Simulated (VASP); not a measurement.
Ge: single point with PBE

Crystal: Ge.

```
CELL_PARAMETERS angstrom
5.93000 0.00000 0.00000
0.00000 5.93000 0.00000
0.00000 0.00000 6.91020
ATOMIC_POSITIONS crystal
Ge 0.09073 0.09073 0.00000
Ge 0.40927 0.59073 0.75000
Ge 0.90927 0.90927 0.50000
Ge 0.59073 0.40927 0.25000
Ge 0.17354 0.36908 0.26191
Ge 0.13092 0.67354 0.01191
Ge 0.82646 0.63092 0.76191
Ge 0.86908 0.32646 0.51191
Ge 0.67354 0.13092 0.98809
Ge 0.63092 0.82646 0.23809
Ge 0.32646 0.86908 0.48809
Ge 0.36908 0.17354 0.73809
```

This cell differs from its parent crystal: z stretched by -1 %, then relaxed in part.

| Item | Value |
| --- | --- |
| Program | VASP 6.6.1 |
| Task | single point |
| Functional | PBE |
| Potentials or basis | VASP PAW PBE potentials, release 64 (Ge_d) |
| Cutoff | 500 eV |
| k mesh | 8 × 8 × 7 |
| Occupations | fermi-dirac, width 0.02 eV |
| Spin | no spin polarisation |
| Dipole correction | no |
| Further INCAR settings | ALGO = Normal; EDIFF = 1e-06; NBANDS = 96 |

| Property | Result |
| --- | --- |
| Pressure | 3.5 GPa |
| Largest force | 0.012 eV/Å |
| Band gap on the k mesh | 0.53 eV |

Forces on the atoms (eV/Å):
```
Ge  -0.002 -0.002  0.000
Ge   0.002 -0.002  0.000
Ge   0.002  0.002  0.000
Ge  -0.002  0.002  0.000
Ge   0.010 -0.005  0.001
Ge   0.005  0.010  0.001
Ge  -0.010  0.005  0.001
Ge  -0.005 -0.010  0.001
Ge   0.010  0.005 -0.001
Ge   0.005 -0.010 -0.001
Ge  -0.010 -0.005 -0.001
Ge  -0.005  0.010 -0.001
```

Levels at points of the mesh, in eV from the valence-band top:
```csv
k point,band 81,band 82,band 83,band 84,band 85,band 86,band 87,band 88
"(0.00, 0.00, 0.00)",-1.10,-1.05,-1.05,-0.20,1.41,1.67,1.67,2.48
"(0.50, 0.00, 0.00)",-0.55,-0.55,-0.10,-0.10,1.14,1.14,2.22,2.22
"(0.50, 0.50, 0.00)",-0.29,-0.29,-0.09,-0.09,1.15,1.15,1.56,1.56
```

It took 8.4 min on 4 MPI ranks on Intel(R) Xeon(R) Platinum 8259CL CPU @ 2.50GHz (Skylake/Cascade Lake) (shared host), peak memory 0.91 GiB a rank.

Caveat: the cell differs from its parent crystal (z stretched by -1 %, then relaxed in part); the cell stands under pressure; an odd mesh through Γ misses points on the zone boundary, where band edges can lie.
